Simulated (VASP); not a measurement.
# Al in VASP: single point with PBE

Aim: the single point of Al with PBE.

All numbers are computed with VASP 6.6.1; they aren't measurements. Logs are shortened: lines on timing, memory, paths and dates and some standing lists are left out, and cuts for length are marked.

### 1 The cell of the first run

The cell holds a slab with vacuum, 4 atoms: a = 2.936 Å, b = 2.936 Å, c = 32.676 Å, α = 90.00°, β = 90.00°, γ = 120.00°.

### 2 Single point, PBE

Contents of INCAR:

```
PREC = Accurate ; ENCUT = 400
EDIFF = 1E-6 ; ISMEAR = 1
SIGMA = 0.1 ; LREAL = F
LASPH = T ; NELM = 120
ALGO = Normal ; ISIF = 2
LWAVE = F ; LCHARG = F
LDIPOL = T ; IDIPOL = 3
DIPOL = 0.5 0.5 0.706 ; GGA = PE
NBANDS = 14 ; GGA_COMPAT = F
NELMDL = -8
```

Contents of KPOINTS:

```
Automatic mesh
0
Gamma
  15 15 1
```

Contents of POSCAR:

```
Al
1.0
    2.9361876912      0.0000000000      0.0000000000
   -1.4680938456      2.5428131308      0.0000000000
    0.0000000000      0.0000000000     32.6763849291
Al
4
Direct
    0.0000000000      1.0000000000      0.6038257113
    0.6666666667      0.3333333333      0.6711176580
    0.3333333333      0.6666666667      0.7391969117
    0.0000000000      1.0000000000      0.8084107918
```

Potentials or basis: VASP PAW PBE potentials, release 64 (Al).

Command:

```console
> cat potpaw_PBE.64/Al/POTCAR > POTCAR
> mpirun -np 1 vasp_std > vasp.out
```

OUTCAR:

```text
PREC = Accurate
   ENCUT = 400
   EDIFF = 1E-6
   ISMEAR = 1
   LREAL = F
   LASPH = T
   NELM = 120
   ISIF = 2
   GGA = PE
   NELMDL = -8

 ion  position               nearest neighbor table
   1  0.000  0.000  0.604-   2 2.78   2 2.78   2 2.78
   2  0.667  0.333  0.671-   1 2.78   1 2.78   1 2.78   3 2.80   3 2.80   3 2.80
   3  0.333  0.667  0.739-   2 2.80   2 2.80   2 2.80   4 2.83   4 2.83   4 2.83
   4  0.000  0.000  0.808-   3 2.83   3 2.83   3 2.83

  LATTYP: Found a hexagonal cell.
 ALAT       =     2.9361876912
 C/A-ratio  =    11.1288474599

  Lattice vectors:

 A1 = (   2.9361876912,   0.0000000000,   0.0000000000)
 A2 = (  -1.4680938456,   2.5428131308,   0.0000000000)
 A3 = (   0.0000000000,   0.0000000000,  32.6763849291)

Analysis of symmetry for initial positions (statically):
=====================================================================
 Subroutine PRICEL returns:
 Original cell was already a primitive cell.

 Routine SETGRP: Setting up the symmetry group for a
 hexagonal supercell.

 Subroutine GETGRP returns: Found  6 space group operations
 (whereof  6 operations were pure point group operations)
 out of a pool of 24 trial point group operations.

The static configuration has the point symmetry C_3v.

Analysis of symmetry for dynamics (positions and initial velocities):
=====================================================================
 Subroutine PRICEL returns:
 Original cell was already a primitive cell.

 Routine SETGRP: Setting up the symmetry group for a
 hexagonal supercell.

 Subroutine GETGRP returns: Found  6 space group operations
 (whereof  6 operations were pure point group operations)
 out of a pool of 24 trial point group operations.

The dynamic configuration has the point symmetry C_3v.

 Subroutine INISYM returns: Found  6 space group operations
 (whereof  6 operations are pure point group operations),
 and found     1 'primitive' translations

----------------------------------------------------------------------------------------

                                     Primitive cell

  volume of cell :     243.9677

  direct lattice vectors                    reciprocal lattice vectors
     2.936187691  0.000000000  0.000000000     0.340577683  0.196632617  0.000000000
    -1.468093846  2.542813131  0.000000000     0.000000000  0.393265234  0.000000000
     0.000000000  0.000000000 32.676384929     0.000000000  0.000000000  0.030603141

  length of vectors
     2.936187691  2.936187691 32.676384929     0.393265234  0.393265234  0.030603141

  position of ions in fractional coordinates (direct lattice)
     0.000000000  0.000000000  0.603825711
     0.666666667  0.333333333  0.671117658
     0.333333333  0.666666667  0.739196912
     0.000000000  0.000000000  0.808410792

  ion indices of the primitive-cell ions
   primitive index   ion index
                 1           1
                 2           2
                 3           3
                 4           4

----------------------------------------------------------------------------------------

 KPOINTS: Automatic mesh

Automatic generation of k-mesh.
 Grid dimensions read from file:
 generate k-points for:   15   15    1

 Generating k-lattice:

  Cartesian coordinates                     Fractional coordinates (reciprocal lattice)
     0.022705179  0.013108841  0.000000000     0.066666667 -0.000000000  0.000000000
     0.000000000  0.026217682  0.000000000     0.000000000  0.066666667  0.000000000
     0.000000000  0.000000000  0.030603141     0.000000000  0.000000000  1.000000000

  Length of vectors
     0.026217682  0.026217682  0.030603141

  Shift w.r.t. Gamma in fractional coordinates (k-lattice)
     0.000000000  0.000000000  0.000000000

 Subroutine IBZKPT returns following result:
 ===========================================

 Found     27 irreducible k-points:

 Following reciprocal coordinates:
            Coordinates               Weight
  0.000000  0.000000  0.000000      1.000000
  0.066667  0.000000  0.000000      6.000000
  0.133333  0.000000  0.000000      6.000000
  0.200000  0.000000  0.000000      6.000000
  0.266667  0.000000  0.000000      6.000000
  0.333333  0.000000  0.000000      6.000000
[... 16 lines left out ...]
  0.333333  0.200000  0.000000     12.000000
  0.400000  0.200000  0.000000      6.000000
 [... further k-points ...]
   k-points           NKPTS =     27   k-points in BZ     NKDIM =     27   number of bands    NBANDS=     14
   number of dos      NEDOS =    301   number of ions     NIONS =      4
   total plane-waves  NPLWV =  86400
   dimension x,y,z NGX =    20 NGY =   20 NGZ =  216
   dimension x,y,z NGXF=    40 NGYF=   40 NGZF=  432
   ions per type =               4
   NGX,Y,Z   is equivalent  to a cutoff of  11.32, 11.32, 10.99 a.u.
   NGXF,Y,Z  is equivalent  to a cutoff of  22.65, 22.65, 21.98 a.u.
 SYSTEM =  unknown system
   PREC   = accura    normal or accurate (medium, high low for compatibility)
   ISTART =      0    job   : 0-new  1-cont  2-samecut
   ICHARG =      2    charge: 1-file 2-atom 10-const
   ISPIN  =      1    spin polarized calculation?
   LNONCOLLINEAR =      F non collinear calculations
   LSORBIT =      F    spin-orbit coupling
   LASPH  =      T    aspherical Exc in radial PAW
   ENCUT  =  400.0 eV  29.40 Ry    5.42 a.u.   4.79  4.79 53.29*2*pi/ulx,y,z
   NELM   =    120;   NELMIN=  2; NELMDL= -8     # of ELM steps
   EDIFF  = 0.1E-05   stopping-criterion for ELM
   LREAL  =      F    real-space projection
   EDIFFG = 0.1E-04   stopping-criterion for IOM
   NSW    =      0    number of steps for IOM
   IBRION =     -1    ionic relax: 0-MD 1-quasi-New 2-CG
   NFREE  =      0    steps in history (QN), initial steepest desc. (CG)
   ISIF   =      2    stress and relaxation
   ISYM   =      2    0-nonsym 1-usesym 2-fastsym
   POTIM  = 0.5000    time-step for ionic-motion
   TEBEG  =    0.0;   TEEND  =   0.0 temperature during run
   PSTRESS=    0.0 pullay stress
   NELECT =      12.0000    total number of electrons
   NUPDOWN=      -1.0000    fix difference up-down
   EMIN   =  10.00;   EMAX   =-10.00  energy-range for DOS
   EFERMI =   0.00;   METHOD = LEGACY
   ISMEAR =     1;   SIGMA  =   0.10  broadening in eV -4-tet -1-fermi 0-gaus
   EFERMI_NEDOS =   21; number of points for ismear=-14 and -15
   IALGO  =     38    algorithm
   IMIX   =      4    mixing-type and parameters
     AMIX     =   0.40;   BMIX     =  1.00
     AMIX_MAG =   1.60;   BMIX_MAG =  1.00
  volume/ion in A,a.u.               =      60.99       411.59
  Fermi-wavevector in a.u.,A,eV,Ry     =   0.599825  1.133505  4.895239  0.359790
  Thomas-Fermi vector in A             =   1.651453
   LORBIT       =      0    0 simple, 1 ext, 2 COOP (PROOUT), +10 PAW based schemes
   GGA     = PE    functional components
   LHFCALC =     F    Hartree Fock is set to
   AEXX    =    0.0000 exact exchange contribution
   IVDW    =     0    specifies the selected vdW correction
   LEPSILON=     F    determine dielectric tensor
   LRPA    =     F    only Hartree local field effects (RPA)
 non-spin polarized calculation
 Methfessel and Paxton  Order N= 1 SIGMA  =   0.10
  energy-cutoff  :      400.00
  volume of cell :      243.97
 maximum number of plane-waves:      4463
 NGX is ok and might be reduce to    20
   NGX =  9   NGY =  9   NGZ =107

 dipolmoment           0.000000      0.000000      0.040328 electrons x Angstroem

 number of electron      12.0000000 magnetization

 dipolmoment           0.000000      0.000000     -0.001337 electrons x Angstroem

 Free energy of the ion-electron system (eV)
  ---------------------------------------------------
  ext. energy  EPLUGINS =         0.00000000
  ---------------------------------------------------
  free energy    TOTEN  =       -14.12493022 eV

  energy without entropy =      -14.12595962  energy(sigma->0) =      -14.12527335

 E-fermi :  -0.6652     XC(G=0):  -3.3525

 val. band max:       -0.7368902409   @ k =   0.2667   0.2000   0.0000
 cond. band min:      -0.6205123715   @ k =   0.3333   0.2000   0.0000
 fundamental gap:      0.1163778694
 Fermi energy:        -0.6651923196

 k-point     1 :       0.0000    0.0000    0.0000
  band No.  band energies     occupation
      1     -11.3744      2.00000
      2     -10.2143      2.00000
      3      -8.4311      2.00000
      4      -5.9785      2.00000
      5      -3.6328      2.00000
      6      -0.5290     -0.06611
      7       1.8853      0.00000
      8       2.9926      0.00000
      9       3.2709      0.00000
     10       3.7771      0.00000
     11       3.7825      0.00000
     12       4.8149      0.00000
     13       4.9042      0.00000
     14       6.3021      0.00000

 k-point     2 :       0.0667    0.0000    0.0000
  band No.  band energies     occupation
      1     -11.2729      2.00000
      2     -10.1135      2.00000
      3      -8.3311      2.00000
      4      -5.8786      2.00000
      5      -3.5379      2.00000
      6      -0.4346     -0.00527
      7       1.9802      0.00000
      8       3.0929      0.00000
      9       3.3735      0.00000
     10       3.8784      0.00000
     11       3.8816      0.00000
     12       4.9117      0.00000
     13       5.0015      0.00000
     14       6.3911      0.00000
[... 343 lines left out ...]
      1      -6.4848      2.00000
      2      -5.3609      2.00000
      3      -3.6696      2.00000
      4      -3.5815      2.00000
      5      -2.4578      2.00000
      6      -1.2329      2.00000
      7      -0.7484      1.99542
      8      -0.6205      0.32101
      9       0.4981     -0.00000
     10       1.1108     -0.00000
     11       1.7925      0.00000
     12       2.3303      0.00000
     13       3.9074      0.00000
     14       4.2396      0.00000

 k-point    24 :       0.4000    0.2000    0.0000
  band No.  band energies     occupation
      1      -5.1346      2.00000
      2      -5.1050      2.00000
      3      -4.0527      2.00000
      4      -3.9944      2.00000
      5      -2.4996      2.00000
      6      -1.9694      2.00000
      7      -0.8910      2.00636
      8      -0.2192     -0.00000
      9       0.4929     -0.00000
     10       0.6942     -0.00000
     11       2.0141      0.00000
     12       2.3425      0.00000
     13       2.6955      0.00000
     14       4.4370      0.00000

 [... further k-points ...]

------------------------ aborting loop because EDIFF is reached ----------------------------------------

 vacuum level on the upper side and lower side of the slab       (xc-potential included)        -0.036        -0.004

  FORCE on cell =-STRESS in cart. coord.  units (eV):
  Direction    XX          YY          ZZ          XY          YZ          ZX
  --------------------------------------------------------------------------------------
  -------------------------------------------------------------------------------------
  Total       -1.8675490     -1.8675490      0.7530647      0.0000000      0.0000000      0.0000000
  in kB      -12.2645138    -12.2645138      4.9455047      0.0000000      0.0000000      0.0000000
  external PRESSURE =      -6.5278409 kB  Pullay stress =       0.0000000 kB

 VOLUME and BASIS-vectors are now :
 -----------------------------------------------------------------------------
  energy-cutoff  :      400.00
  volume of cell :      243.97
      direct lattice vectors                 reciprocal lattice vectors
     2.936187691  0.000000000  0.000000000     0.340577683  0.196632617  0.000000000
    -1.468093846  2.542813131  0.000000000     0.000000000  0.393265234  0.000000000
     0.000000000  0.000000000 32.676384929     0.000000000  0.000000000  0.030603141

 POSITION                                       TOTAL-FORCE (eV/Angst)
 -----------------------------------------------------------------------------------
      0.00000      0.00000     19.73084         0.000000      0.000000     -0.245598
      1.46809      0.84760     21.92970         0.000000      0.000000      0.176893
     -0.00000      1.69521     24.15428        -0.000000      0.000000      0.038568
      0.00000      0.00000     26.41594        -0.000000     -0.000000      0.030137
 -----------------------------------------------------------------------------------
    total drift:                               -0.000000      0.000000     -0.000012

  FREE ENERGIE OF THE ION-ELECTRON SYSTEM (eV)
  ---------------------------------------------------
  free  energy   TOTEN  =       -14.1249302223 eV

  energy  without entropy=      -14.1259596190  energy(sigma->0) =      -14.12527335

 vacuum level on the upper side and lower side of the slab         3.221         3.255
```

Wall time 1.8 min (1 thread of Intel Xeon Platinum 8375C at 2.90GHz (Ice Lake), shared host); peak memory 0.28 GiB.

Results:

```
Free energy            : -14.1249 eV
Largest force          : 0.246 eV/Å
Band gap on the k mesh : zero (band 6 reaches 0.58 eV, above the bottom of band 7 at -1.37 eV)
```

Forces in eV/Å, atoms in the order of the input:
```
Al   0.000  0.000 -0.246
Al   0.000  0.000  0.177
Al   0.000  0.000  0.039
Al   0.000  0.000  0.030
```

Levels at points of the mesh, in eV from the Fermi level:
| k point | band 3 | band 4 | band 5 | band 6 | band 7 | band 8 | band 9 | band 10 |
| --- | --- | --- | --- | --- | --- | --- | --- | --- |
| (0.00, 0.00, 0.00) | -7.77 | -5.31 | -2.97 | 0.14 | 2.55 | 3.66 | 3.94 | 4.44 |
